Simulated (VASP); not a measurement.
Input of a VASP 6.6.1 run:

Contents of INCAR:

```
SYSTEM = Si16N
  PREC = Accurate
  ENCUT = 520
  EDIFF = 1E-6
  ISMEAR = -1
  SIGMA = 0.02
  LREAL = Auto
  LASPH = .True.
  NELM = 150
  ALGO = Normal
  ISIF = 2
  LWAVE = .False.
  LCHARG = .False.
  ISPIN = 2
  MAGMOM = 0 0 0 0 0 0 0 0 0 0 0 0 0 0 0 0 1
  LORBIT = 11
  GGA = PE
  NBANDS = 52
```

The input KPOINTS:

```
Automatic mesh
0
Gamma
  2 2 2
  0 0 0
```

POSCAR

```
Si16N
1.0
    0.0000000000      5.4300000000      5.4300000000
    5.4300000000      0.0000000000      5.4300000000
    5.4300000000      5.4300000000      0.0000000000
Si N
16 1
Direct
   -0.0149539595      0.0008287293      0.0286556169
    0.1110405157      0.1634162063      0.1039686924
   -0.0303499079     -0.0474217311      0.4508287293
    0.0927900552      0.1348158379      0.6461786372
   -0.0078360958      0.5397145488     -0.0205248619
    0.1160497238      0.6414088398      0.1314456722
   -0.0103499079      0.4914732965      0.5111602210
    0.1360313076      0.6027716390      0.6208747698
    0.4787753223      0.0227163904      0.0286279926
    0.6071915285      0.1326243094      0.1649079190
    0.4970073665      0.0085543278      0.5232688766
    0.6447421731      0.1398987109      0.6563996317
    0.4854143646      0.5300736648      0.0077900552
    0.6279650092      0.6432688766      0.1296593002
    0.5119244936      0.4993830571      0.5139686924
    0.6033333333      0.6447145488      0.6432780847
    0.9195672192      0.0971178637      0.6040976059
```

Potentials or basis: VASP PAW PBE potentials, release 64 (Si, N).

Launch:

```sh
$ cat potpaw_PBE.64/Si/POTCAR potpaw_PBE.64/N/POTCAR > POTCAR
$ mpirun -np 1 vasp_std > vasp.out
```

Problem. Estimate the pressure.

Solution. 4.5 GPa.

Problem. Predict the net moment.

Solution. 0.00 μB per cell.

Forces in eV/Å, atoms in the order of the input:
```
Si   0.266 -1.282  0.827
Si  -0.323  0.311  0.127
Si   0.231  0.282  1.002
Si   0.243  1.784  0.136
Si   0.325  0.864 -0.234
Si  -0.397  0.461 -0.761
Si   0.725 -0.706  0.387
Si  -0.652  0.047  0.554
Si  -0.302  0.354 -0.164
Si  -0.308 -1.066  1.289
Si   1.360  0.029 -0.347
Si   0.203  0.223 -0.587
Si  -0.213  1.289 -0.728
Si   0.703 -0.555 -0.606
Si   0.148 -1.409  0.259
Si  -0.858  0.659  0.627
N   -1.151 -1.285 -1.780
```

Caveat: the k points lie up to 0.50 Å⁻¹ apart; the atoms stand as in a frame of molecular dynamics.
